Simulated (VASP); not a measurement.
Here is a VASP 6.6.1 calculation.

The input INCAR:

```
SYSTEM = HC18N
PREC = Accurate
ENCUT = 520
EDIFF = 1E-6
ISMEAR = -1
SIGMA = 0.05
LREAL = Auto
LASPH = .True.
NELM = 80
ALGO = Normal
ISIF = 2
LWAVE = .False.
LCHARG = .False.
GGA = PS
NBANDS = 55
```

The input KPOINTS:

```
Automatic mesh
0
Gamma
  2 2 1
  0 0 0
```

The input POSCAR:

```
HC18N
1.0
    7.3980000000      0.0000000000      0.0000000000
   -3.6990000000      6.4068560000      0.0000000000
    0.0000000000      0.0000000000     11.0000000000
C N H
18 1 1
Direct
    0.0174275611      0.0063171390      0.0915133636
    0.2344503563      0.1150523751      0.0970899091
    0.0162053280      0.3420381229      0.1343963636
    0.2389479886      0.4500803514      0.1062895455
    0.0132818430      0.6652465734      0.0899379091
    0.2343862194      0.7803896326      0.0940812727
    0.3445408234      0.0019997328      0.0913678182
    0.5670637395      0.1138725453      0.0931629091
    0.3461983273      0.3384326103      0.1015706364
    0.5678478723      0.4492910407      0.0925997273
    0.3448256186      0.6680591853      0.0947574545
    0.5663006399      0.7793209337      0.0863628182
    0.6737229687      0.0000363673      0.0920962727
    0.8952073675      0.1026099229      0.1192347273
    0.6792083435      0.3368951948      0.0953174545
    0.9000262396      0.4495242284      0.1041185455
    0.6741535759      0.6671727911      0.0833248182
    0.9025742817      0.7802126347      0.0592301818
    0.9474234431      0.2017065781      0.2365951818
    0.9102816173     -0.2112207610     -0.0430470000
```

Potentials or basis: VASP PAW PBE potentials, release 64 (C, N, H).

The run is started by

```sh
$ cat potpaw_PBE.64/C/POTCAR potpaw_PBE.64/N/POTCAR potpaw_PBE.64/H/POTCAR > POTCAR
$ mpirun -np 1 vasp_std > vasp.out
```

Problem. Estimate the band gap on the k mesh.

Solution. 0.49 eV (least direct gap 0.50 eV).

Problem. What does it give for the largest force?

Solution. 0.205 eV/Å.

Forces in eV/Å, atoms in the order of the input:
```
C   -0.005  0.000 -0.010
C    0.004  0.002  0.008
C   -0.002  0.093 -0.063
C   -0.013 -0.008 -0.005
C   -0.008  0.012 -0.001
C   -0.003  0.005 -0.003
C    0.001 -0.004 -0.007
C   -0.004  0.005 -0.001
C    0.008 -0.005  0.006
C    0.004 -0.001  0.000
C   -0.004 -0.002 -0.002
C    0.001  0.002 -0.006
C    0.007  0.001 -0.012
C   -0.010 -0.068 -0.083
C    0.003 -0.005 -0.002
C    0.008 -0.013  0.003
C    0.007  0.008  0.000
C    0.004 -0.003  0.012
N    0.001 -0.020  0.204
H    0.001  0.003 -0.038
```

Caveat: the k points lie up to 0.49 Å⁻¹ apart; the PAW data sets were made with another functional, which shifts forces and pressure a little.
